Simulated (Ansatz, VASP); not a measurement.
## Two plane-wave programs on TiSiTe3

```
Ti Si Te
1.0
     5.24319    0.00000    0.00000
    -2.62159    4.54073    0.00000
     0.00000    0.00000    6.06809
Ti Si Te
1 1 3
Direct
  0.33333 0.66667 0.50000
  0.66667 0.33333 0.00000
  0.00000 0.00000 0.00000
  0.66667 0.33333 0.50000
  0.00000 0.00000 0.50000
```

Alike in both runs: task single point; functional PBE; k mesh 6 × 6 × 4; occupations gaussian, width 0.1 eV; collinear spin.

|  | VASP | Ansatz |
| --- | --- | --- |
| version | VASP 6.6.1 | Ansatz 0.2.0 |
| potentials or method | VASP PAW PBE potentials, release 64 (Ti_sv, Si, Te), cutoff 520 eV | scalar-relativistic, plane waves, PAW |
| valence electrons in the cell | 34 | 64 |

Ansatz gave:

| Quantity | Value |
| --- | --- |
| gap on the k mesh at the Fermi level (eV) | none |
| pressure (GPa) | 0.6 |
| traceless stress, the component that is largest in VASP (GPa) | -0.61 |
| net moment per atom (μB) | 0.42 |
| size of the moment on the site where the two differ most (μB) | 1.48 |

**Question.** Which values does VASP return?

**Answer.** gap on the k mesh at the Fermi level (eV): none; pressure (GPa): -0.1; traceless stress, the component that is largest in VASP (GPa): 0.14; net moment per atom (μB): 0.00; size of the moment on the site where the two differ most (μB): 0.00.

The net moments are unlike, so the other rows may belong to different states. Site moments also hang on the region over which each program counts them. A gap of «none» marks a metal or a gap that the smearing closes. VASP's potentials hold 34 valence electrons a cell and Ansatz's 64, so a difference there can come from the potentials and not from the codes.

Neither program's run includes spin-orbit coupling.
